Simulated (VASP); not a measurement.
# LiSi2B3 (P6/mmm) in VASP: notebook

LiSi2B3 is run at these levels: PBE; tasks: relaxation of cell and atoms, single point.

Program: VASP 6.6.1. These are calculated values, not measurements. Logs are shortened: lines on timing, memory, paths and dates and some standing lists are left out, and cuts for length are marked.

### 1 The cell of the first run

The structure is hexagonal, space group P6/mmm (No. 191). The conventional cell has a = 3.451 Å, b = 3.451 Å, c = 6.092 Å, α = 90.00°, β = 90.00°, γ = 120.00°. Within 2.0 Å of Li (site symmetry 6/mmm) lie 2 B at 1.48 Å and 6 Si at 1.99 Å. Si (site symmetry -6m2) has 3 Li at 1.99 Å and 3 Si at 1.99 Å and 6 B at 2.48 Å within 2.6 Å. B (site symmetry 6mm) has 1 Li at 1.48 Å and 1 B at 1.56 Å within 2.0 Å. Within 2.1 Å of B (site symmetry 6/mmm) lie 2 B at 1.56 Å.

The cell was built from a structure type or drawn by symmetry, and may not be a known phase.

### 2 Relaxation of cell and atoms, PBE

Contents of INCAR:

```
SYSTEM = LiSi2B3
PREC     = Accurate       ! precision mode
ENCUT    = 750            ! plane-wave cutoff, eV
EDIFF    = 1E-7           ! SCF threshold, eV
ISMEAR   = 0              ! smearing method
SIGMA    = 0.1            ! smearing width, eV
LREAL    = .FALSE.        ! projectors in reciprocal space
LASPH    = .TRUE.         ! aspherical terms in the spheres
NELM     = 120            ! most SCF steps
ALGO     = Normal         ! electronic algorithm
ISIF     = 3              ! what is computed and relaxed
LWAVE    = .FALSE.        ! write WAVECAR
LCHARG   = .FALSE.        ! write CHGCAR
GGA      = PE             ! functional
IBRION   = 2              ! ionic algorithm
NSW      = 90             ! ionic steps
EDIFFG   = -0.04          ! ionic threshold
GGA_COMPAT= .FALSE.      
NELMIN   = 4
```

Contents of KPOINTS:

```
regular mesh
0
G
  6 6 4
  0 0 0
```

Contents of POSCAR:

```
LiSi2B3
1.0
    3.4505023500      0.0000000000      0.0000000000
   -1.7252511700      2.9882226900      0.0000000000
    0.0000000000      0.0000000000      6.0919979200
Li Si B
1 2 3
Direct
    0.0000000000      0.0000000000      0.5000000000
    0.3333333300      0.6666666700      0.5000000000
    0.6666666700      0.3333333300      0.5000000000
    0.0000000000      0.0000000000      0.7432735700
    0.0000000000      0.0000000000      0.2567264300
    0.0000000000      0.0000000000      0.0000000000
```

Potentials or basis: VASP PAW PBE potentials, release 64 (Li_sv, Si, B).

Started as:

```bash
$ cat potpaw_PBE.64/Li_sv/POTCAR potpaw_PBE.64/Si/POTCAR potpaw_PBE.64/B/POTCAR > POTCAR
$ mpirun -np 1 vasp_std > vasp.out
```

OUTCAR:

```text
SYSTEM = LiSi2B3
   PREC = Accurate
   ENCUT = 750
   EDIFF = 1E-7
   ISMEAR = 0
   LREAL = .FALSE.
   LASPH = .TRUE.
   NELM = 120
   ISIF = 3
   GGA = PE
   IBRION = 2
   NSW = 90
   EDIFFG = -0.04
   NELMIN = 4

 ion  position               nearest neighbor table
   1  0.000  0.000  0.500-   4 1.48   5 1.48   2 1.99   3 1.99   2 1.99   3 1.99   3 1.99   2 1.99

   2  0.333  0.667  0.500-   1 1.99   3 1.99   3 1.99   1 1.99   1 1.99   3 1.99   4 2.48   5 2.48
                             5 2.48   4 2.48   5 2.48   4 2.48
   3  0.667  0.333  0.500-   1 1.99   2 1.99   2 1.99   1 1.99   1 1.99   2 1.99   4 2.48   5 2.48
                             4 2.48   5 2.48   4 2.48   5 2.48
   4  0.000  0.000  0.743-   1 1.48   6 1.56   3 2.48   2 2.48   2 2.48   3 2.48   3 2.48   2 2.48

   5  0.000  0.000  0.257-   1 1.48   6 1.56   3 2.48   2 2.48   2 2.48   3 2.48   3 2.48   2 2.48

   6  0.000  0.000  0.000-   4 1.56   5 1.56

  LATTYP: Found a hexagonal cell.
 ALAT       =     3.4505023500
 C/A-ratio  =     1.7655394207

  Lattice vectors:

 A1 = (   3.4505023500,   0.0000000000,   0.0000000000)
 A2 = (  -1.7252511700,   2.9882226900,   0.0000000000)
 A3 = (   0.0000000000,   0.0000000000,   6.0919979200)

Analysis of symmetry for initial positions (statically):
=====================================================================
 Subroutine PRICEL returns:
 Original cell was already a primitive cell.

 Routine SETGRP: Setting up the symmetry group for a
 hexagonal supercell.

 Subroutine GETGRP returns: Found 24 space group operations
 (whereof 24 operations were pure point group operations)
 out of a pool of 24 trial point group operations.

The static configuration has the point symmetry D_6h.

Analysis of symmetry for dynamics (positions and initial velocities):
=====================================================================
 Subroutine PRICEL returns:
 Original cell was already a primitive cell.

 Routine SETGRP: Setting up the symmetry group for a
 hexagonal supercell.

 Subroutine GETGRP returns: Found 24 space group operations
 (whereof 24 operations were pure point group operations)
 out of a pool of 24 trial point group operations.

The dynamic configuration has the point symmetry D_6h.

 Subroutine INISYM returns: Found 24 space group operations
 (whereof 24 operations are pure point group operations),
 and found     1 'primitive' translations

----------------------------------------------------------------------------------------

                                     Primitive cell

  volume of cell :      62.8138

  direct lattice vectors                    reciprocal lattice vectors
     3.450502350  0.000000000  0.000000000     0.289812873  0.167323540  0.000000000
    -1.725251170  2.988222690  0.000000000     0.000000000  0.334647081  0.000000000
[... 103 lines left out ...]
   EFERMI =   0.00;   METHOD = LEGACY
   ISMEAR =     0;   SIGMA  =   0.10  broadening in eV -4-tet -1-fermi 0-gaus
   EFERMI_NEDOS =   21; number of points for ismear=-14 and -15
   IALGO  =     38    algorithm
   IMIX   =      4    mixing-type and parameters
     AMIX     =   0.40;   BMIX     =  1.00
     AMIX_MAG =   1.60;   BMIX_MAG =  1.00
  volume/ion in A,a.u.               =      10.47        70.65
  Fermi-wavevector in a.u.,A,eV,Ry     =   1.117892  2.112509 17.002961  1.249682
  Thomas-Fermi vector in A             =   2.254519
   LORBIT       =      0    0 simple, 1 ext, 2 COOP (PROOUT), +10 PAW based schemes
   GGA     = PE    functional components
   LHFCALC =     F    Hartree Fock is set to
   AEXX    =    0.0000 exact exchange contribution
   IVDW    =     0    specifies the selected vdW correction
   LEPSILON=     F    determine dielectric tensor
   LRPA    =     F    only Hartree local field effects (RPA)
 conjugate gradient relaxation of ions
 non-spin polarized calculation
 Gauss-broadening in eV      SIGMA  =   0.10
  energy-cutoff  :      750.00
  volume of cell :       62.81
 maximum number of plane-waves:      2964
 NGX is ok and might be reduce to    32
   NGX = 15   NGY = 15   NGZ = 27

--------------------------------------- Ionic step        1  -------------------------------------------

 number of electron      20.0000001 magnetization

 Free energy of the ion-electron system (eV)
  ---------------------------------------------------
  ext. energy  EPLUGINS =         0.00000000
  ---------------------------------------------------
  free energy    TOTEN  =       -17.60097081 eV

  energy without entropy =      -17.58487741  energy(sigma->0) =      -17.59292411

 E-fermi :   6.2891     XC(G=0): -10.4115

 val. band max:        6.2565125102   @ k =   0.3333   0.1667   0.0000
 cond. band min:       6.3359629229   @ k =   0.1667   0.1667   0.2500
 fundamental gap:      0.0794504126
 Fermi energy:         6.2890729912

 k-point     1 :       0.0000    0.0000    0.0000
  band No.  band energies     occupation
      1     -40.4758      2.00000
      2      -8.2381      2.00000
      3      -3.4291      2.00000
      4      -2.1690      2.00000
      5       2.6719      2.00000
      6       3.1127      2.00000
      7       3.1127      2.00000
      8       3.3728      2.00000
      9       3.3728      2.00000
     10       7.9415      0.00000
     11       8.3434      0.00000
     12       8.3434      0.00000
     13       8.8797      0.00000
     14       8.8797      0.00000
[... 451 lines left out ...]
  FREE ENERGIE OF THE ION-ELECTRON SYSTEM (eV)
  ---------------------------------------------------
  free  energy   TOTEN  =       -23.4556433463 eV

  energy  without entropy=      -23.4267684031  energy(sigma->0) =      -23.44120587

[... ionic steps 4 to 7 ...]

--------------------------------------- Ionic step        8  -------------------------------------------

 number of electron      20.0000001 magnetization

------------------------ aborting loop because EDIFF is reached ----------------------------------------
[... 75 lines left out ...]
--------------------------------------- Ionic step       10  -------------------------------------------

 number of electron      19.9999996 magnetization

 Free energy of the ion-electron system (eV)
  ---------------------------------------------------
  ext. energy  EPLUGINS =         0.00000000
  ---------------------------------------------------
  free energy    TOTEN  =       -23.58889468 eV

  energy without entropy =      -23.56037912  energy(sigma->0) =      -23.57463690

 E-fermi :   1.9526     XC(G=0):  -8.4037

 val. band max:        1.9515910094   @ k =   0.1667   0.0000   0.2500
 cond. band min:       1.9768577488   @ k =   0.0000   0.0000   0.2500
 fundamental gap:      0.0252667394
 Fermi energy:         1.9526263534

 k-point     1 :       0.0000    0.0000    0.0000
  band No.  band energies     occupation
      1     -42.6175      2.00000
      2      -9.1397      2.00000
      3      -5.8160      2.00000
      4      -4.7554      2.00000
      5      -1.0031      2.00000
      6      -0.2755      2.00000
      7      -0.2755      2.00000
      8       0.9989      2.00000
      9       0.9989      2.00000
     10       1.2898      2.00000
     11       1.5362      2.00000
     12       3.4654      0.00000
     13       3.4654      0.00000
     14       4.3027      0.00000
[... 371 lines left out ...]
  FREE ENERGIE OF THE ION-ELECTRON SYSTEM (eV)
  ---------------------------------------------------
  free  energy   TOTEN  =       -23.5888946796 eV

  energy  without entropy=      -23.5603791178  energy(sigma->0) =      -23.57463690

 reached required accuracy - stopping structural energy minimisation
```

OSZICAR:

```text
N       E                     dE             d eps       ncg     rms          rms(c)
DAV:   1     0.102804300366E+03    0.10280E+03   -0.11617E+04   588   0.178E+03
DAV:   2    -0.104048381186E+02   -0.11321E+03   -0.10982E+03   726   0.288E+02
DAV:   3    -0.210511805823E+02   -0.10646E+02   -0.10268E+02  1170   0.623E+01
DAV:   4    -0.214627222407E+02   -0.41154E+00   -0.40446E+00   726   0.127E+01
[... 125 lines left out ...]
DAV:   4    -0.235888936705E+02    0.10758E-04   -0.20599E-04   766   0.937E-02    0.292E-02
DAV:   5    -0.235888941047E+02   -0.43414E-06   -0.37738E-05   846   0.401E-02    0.644E-03
DAV:   6    -0.235888943568E+02   -0.25217E-06   -0.75939E-06   798   0.165E-02    0.354E-03
DAV:   7    -0.235888946520E+02   -0.29519E-06   -0.59407E-07   638   0.515E-03    0.636E-04
DAV:   8    -0.235888946796E+02   -0.27556E-07   -0.75798E-08   336   0.184E-03
  10 F= -.23588895E+02 E0= -.23574637E+02  d E =-.562253E-02
```

Run time: 1.9 min. Hardware: 1 thread of Intel Xeon 6975P-C (Granite Rapids), shared host; peak memory 0.24 GiB.

Results:

```yaml
Free_energy: -23.5889 eV
Relaxed_volume: 17.76 Å³/atom
Relaxed_cell: a = 4.185 Å, b = 4.185 Å, c = 7.023 Å, α = 90.00°, β = 90.00°, γ = 120.00°
Space_group_after_relaxing_to_0.1_Å: P6/mmm (No. 191)
Energy_gained_by_relaxing: 998.0 meV/atom
Ionic_steps: 10
Pressure_after_relaxing: 0.0 GPa
Largest_force_after_relaxing: 0.015 eV/Å
Band_gap_on_the_k_mesh: zero (bands 10 and 11 overlap by 1.65 eV)
```

Forces in eV/Å, atoms in the order of the input:
```
Li   0.000  0.000  0.000
Si   0.000  0.000  0.000
Si   0.000  0.000  0.000
B    0.000  0.000 -0.015
B    0.000  0.000  0.015
B    0.000  0.000  0.000
```

The path:
```tsv
step	energy change (eV)	largest force (eV/Å)	pressure (GPa)	volume (Å³)
1	0.0000	4.8449	60.57	62.81
2	-5.8487	1.8758	2.60	105.85
3	-5.8547	1.5440	4.02	101.91
4	-5.8572	1.7206	3.26	103.95
5	-5.8187	1.7128	-3.52	111.46
6	-5.9822	0.1730	-0.32	107.24
7	-5.9823	0.1332	-0.24	107.16
8	-5.9823	0.1030	-0.18	107.09
9	-5.9868	0.0347	-0.08	106.77
10	-5.9879	0.0152	0.00	106.53
```

Final structure:
```xyz
6
Lattice="4.1852 0.0000 0.0000 -2.0926 3.6245 0.0000 0.0000 0.0000 7.0227" Properties=species:S:1:pos:R:3 pbc="T T T"
Li    2.0926    3.6245    3.5113
Si    0.0000    2.4163    3.5113
Si    2.0926    1.2082    3.5113
B     0.0000    0.0000    5.4543
B     2.0926    3.6245    1.5684
B     2.0926    3.6245    0.0000
```

Levels at points of the mesh, in eV from the Fermi level:
```csv
k point,band 6,band 7,band 8,band 9,band 10,band 11,band 12,band 13,band 14
"(0.00, 0.00, 0.00)",-2.23,-2.23,-0.95,-0.95,-0.66,-0.42,1.51,1.51,2.35
"(0.50, 0.00, 0.00)",-4.07,-2.20,-1.89,-1.76,-1.06,0.34,1.57,2.11,2.66
"(0.00, 0.00, 0.50)",-2.23,-2.23,-0.66,-0.60,-0.60,0.23,0.23,0.42,2.06
"(0.50, 0.00, 0.50)",-4.04,-2.78,-2.72,-1.35,-0.25,0.88,1.66,1.98,2.91
```

Caveat: the volume moved by over 15 % at a fixed basis, so the end points are rough.

### 3 Single point, PBE

This run uses another cell than the first one, of 17.45 Å³/atom.

Contents of INCAR:

```
PREC = Accurate
ENCUT = 750
EDIFF = 1E-6
ISMEAR = 0
SIGMA = 0.1
LREAL = False
LASPH = True
NELM = 120
ALGO = Normal
ISIF = 2
LWAVE = False
LCHARG = True
GGA = PE
LELF = True
LVHAR = True
NBANDS = 19
GGA_COMPAT = False
```

Contents of KPOINTS:

```
regular mesh
0
Gamma
  12 12 6
```

Contents of POSCAR:

```
LiSi2B3
1.0
    4.1656209570      0.0000000000      0.0000000000
   -2.0828104785      3.6075335714      0.0000000000
    0.0000000000      0.0000000000      6.9652128617
Li Si B
1 2 3
Direct
    0.0000000000      0.0000000000      0.5000000000
    0.3333333333      0.6666666667      0.5000000000
    0.6666666667      0.3333333333      0.5000000000
    0.0000000000      0.0000000000      0.7752340108
    0.0000000000      0.0000000000      0.2247659892
    0.0000000000      0.0000000000      0.0000000000
```

Potentials or basis: VASP PAW PBE potentials, release 64 (Li_sv, Si, B).

Started as:

```bash
$ cat potpaw_PBE.64/Li_sv/POTCAR potpaw_PBE.64/Si/POTCAR potpaw_PBE.64/B/POTCAR > POTCAR
$ mpirun -np 1 vasp_std > vasp.out
```

OUTCAR:

```text
PREC = Accurate
   ENCUT = 750
   EDIFF = 1E-6
   ISMEAR = 0
   LREAL = False
   LASPH = True
   NELM = 120
   ISIF = 2
   GGA = PE

 ion  position               nearest neighbor table
   1  0.000  0.000  0.500-   4 1.92   5 1.92   2 2.41   3 2.41   3 2.41   2 2.41   3 2.41   2 2.41

   2  0.333  0.667  0.500-   1 2.41   3 2.41   3 2.41   1 2.41   1 2.41   3 2.41
   3  0.667  0.333  0.500-   2 2.41   1 2.41   2 2.41   1 2.41   1 2.41   2 2.41
   4  0.000  0.000  0.775-   6 1.57   1 1.92
   5  0.000  0.000  0.225-   6 1.57   1 1.92
[... 737 lines left out ...]
  -------------------------------------------------------------------------------------
  Total       -0.0407462     -0.0407462      0.0980209      0.0000000      0.0000000      0.0000000
  in kB       -0.6236968     -0.6236968      1.5003914      0.0000000      0.0000000      0.0000000
  external PRESSURE =       0.0843326 kB  Pullay stress =       0.0000000 kB

 VOLUME and BASIS-vectors are now :
 -----------------------------------------------------------------------------
  energy-cutoff  :      750.00
  volume of cell :      104.67
      direct lattice vectors                 reciprocal lattice vectors
     4.165620957  0.000000000  0.000000000     0.240060248  0.138598849  0.000000000
    -2.082810478  3.607533571  0.000000000     0.000000000  0.277197698  0.000000000
     0.000000000  0.000000000  6.965212862     0.000000000  0.000000000  0.143570630

 POSITION                                       TOTAL-FORCE (eV/Angst)
 -----------------------------------------------------------------------------------
      0.00000      0.00000      3.48261        -0.000000     -0.000000      0.000000
     -0.00000      2.40502      3.48261         0.000000     -0.000000      0.000000
      2.08281      1.20251      3.48261        -0.000000     -0.000000     -0.000000
      0.00000      0.00000      5.39967         0.000000      0.000000      0.021502
      0.00000      0.00000      1.56554        -0.000000     -0.000000     -0.021502
      0.00000      0.00000      0.00000        -0.000000     -0.000000      0.000000
 -----------------------------------------------------------------------------------
    total drift:                                0.000000     -0.000000      0.000000

  FREE ENERGIE OF THE ION-ELECTRON SYSTEM (eV)
  ---------------------------------------------------
  free  energy   TOTEN  =       -23.6879614833 eV

  energy  without entropy=      -23.6683211732  energy(sigma->0) =      -23.67814133
```

It took 1.8 min on 1 thread of Intel Xeon 6975P-C (Granite Rapids), shared host; peak memory 0.45 GiB.

Results:

```yaml
Free_energy: -23.6880 eV
Pressure: 0.0 GPa
Largest_force: 0.022 eV/Å
Band_gap_on_the_k_mesh: zero (bands 10 and 11 overlap by 1.68 eV)
```

Forces on the atoms (eV/Å):
```
Li   0.000  0.000  0.000
Si   0.000  0.000  0.000
Si   0.000  0.000  0.000
B    0.000  0.000  0.022
B    0.000  0.000 -0.022
B    0.000  0.000  0.000
```

### 4 Relaxation of cell and atoms, PBE

This run uses another cell than the first one, of 17.69 Å³/atom.

Contents of INCAR:

```
SYSTEM = LiSi2B3
PREC = Accurate
ENCUT = 750
EDIFF = 1E-7
ISMEAR = 0
SIGMA = 0.1
LREAL = .False.
LASPH = .True.
NELM = 120
ALGO = Normal
ISIF = 3
LWAVE = .False.
LCHARG = .False.
GGA = PE
IBRION = 2
NSW = 100
EDIFFG = -0.01
GGA_COMPAT = .False.
NELMIN = 4
```

Contents of KPOINTS:

```
regular mesh
0
Gamma
  12 12 6
  0 0 0
```

Contents of POSCAR:

```
LiSi2B3
1.0
    4.1808993355      0.0000000000      0.0000000000
   -2.0904496677      3.6207650352      0.0000000000
    0.0000000000      0.0000000000      7.0113910717
Li Si B
1 2 3
Direct
    0.0000000000      0.0000000000      0.5000000000
    0.3333333333      0.6666666667      0.5000000000
    0.6666666667      0.3333333333      0.5000000000
    0.0000000000      0.0000000000      0.7763842941
    0.0000000000      0.0000000000      0.2236157059
    0.0000000000      0.0000000000      0.0000000000
```

Started as:

```bash
$ cat potpaw_PBE.64/Li_sv/POTCAR potpaw_PBE.64/Si/POTCAR potpaw_PBE.64/B/POTCAR > POTCAR
$ mpirun -np 1 vasp_std > vasp.out
```

Run time: 5.8 min. Hardware: 1 thread of Intel Xeon 6975P-C (Granite Rapids), shared host; peak memory 0.44 GiB.

The run converged. Its results:

```yaml
Free_energy: -23.6885 eV
Relaxed_volume: 17.45 Å³/atom
Relaxed_cell: a = 4.165 Å, b = 4.165 Å, c = 6.971 Å, α = 90.00°, β = 90.00°, γ = 120.00°
Space_group_after_relaxing_to_0.1_Å: P6/mmm (No. 191)
Energy_gained_by_relaxing: 0.5 meV/atom
Ionic_steps: 6
Pressure_after_relaxing: 0.0 GPa
Largest_force_after_relaxing: 0.004 eV/Å
Band_gap_on_the_k_mesh: zero (bands 10 and 11 overlap by 1.68 eV)
```

Forces on the atoms (eV/Å):
```
Li   0.000  0.000  0.000
Si   0.000  0.000  0.000
Si   0.000  0.000  0.000
B    0.000  0.000  0.004
B    0.000  0.000 -0.004
B    0.000  0.000  0.000
```

The path:
```csv
step,energy change (eV),largest force (eV/Å),pressure (GPa),volume (Å³)
1,0.0000,0.0436,-0.49,106.14
2,-0.0020,0.0995,-0.11,105.31
3,-0.0020,0.1098,-0.03,105.15
4,-0.0026,0.0621,-0.04,104.67
5,-0.0027,0.0137,-0.04,104.80
6,-0.0027,0.0037,-0.01,104.73
```

Final structure:
```
Li Si B
1.0
     4.16492    0.00000    0.00000
    -2.08246    3.60693    0.00000
     0.00000    0.00000    6.97143
Li Si B
1 2 3
Direct
  0.00000 0.00000 0.50000
  0.33333 0.66667 0.50000
  0.66667 0.33333 0.50000
  0.00000 0.00000 0.77541
  0.00000 0.00000 0.22459
  0.00000 0.00000 0.00000
```

Levels at points of the mesh, in eV from the Fermi level:
```csv
k point,band 7,band 8,band 9,band 10,band 11,band 12,band 13,band 14
"(0.00, 0.00, 0.00)",-2.28,-1.03,-1.03,-0.59,-0.39,1.53,1.53,2.33
"(0.50, 0.00, 0.00)",-2.28,-1.91,-1.80,-1.08,0.34,1.53,2.11,2.73
"(0.00, 0.00, 0.50)",-2.28,-0.68,-0.68,-0.59,0.22,0.22,0.44,2.09
"(0.50, 0.00, 0.50)",-2.86,-2.79,-1.37,-0.27,0.90,1.67,1.98,2.93
```

### 5 Summary

```csv
task,cell,k mesh,gap on the mesh (eV),pressure (GPa),relaxed volume (Å³/atom),largest force (eV/Å)
relaxation of cell and atoms,"relaxed from a = 3.451, b = 3.451, c = 6.092 Å, angles 90.0, 90.0, 120.0°, 6 atoms, atomic positions A",6 × 6 × 4,none,0.0,17.76,0.02
single point,"a = 4.166, b = 4.166, c = 6.965 Å, angles 90.0, 90.0, 120.0°, 6 atoms, atomic positions B",12 × 12 × 6,none,0.0,-,0.02
relaxation of cell and atoms,"relaxed from a = 4.181, b = 4.181, c = 7.011 Å, angles 90.0, 90.0, 120.0°, 6 atoms, atomic positions B",12 × 12 × 6,none,0.0,17.45,-
```

Alike in all rows: level PBE; potentials or basis VASP PAW PBE potentials, release 64 (Li_sv, Si, B); no spin polarisation; cutoff (eV) 750; smearing gaussian 0.1 eV.

Caveats: the volume moved by over 15 % at a fixed basis, so the end points are rough (at least some runs).

Absolute energies hang on the potentials; compare differences alone.
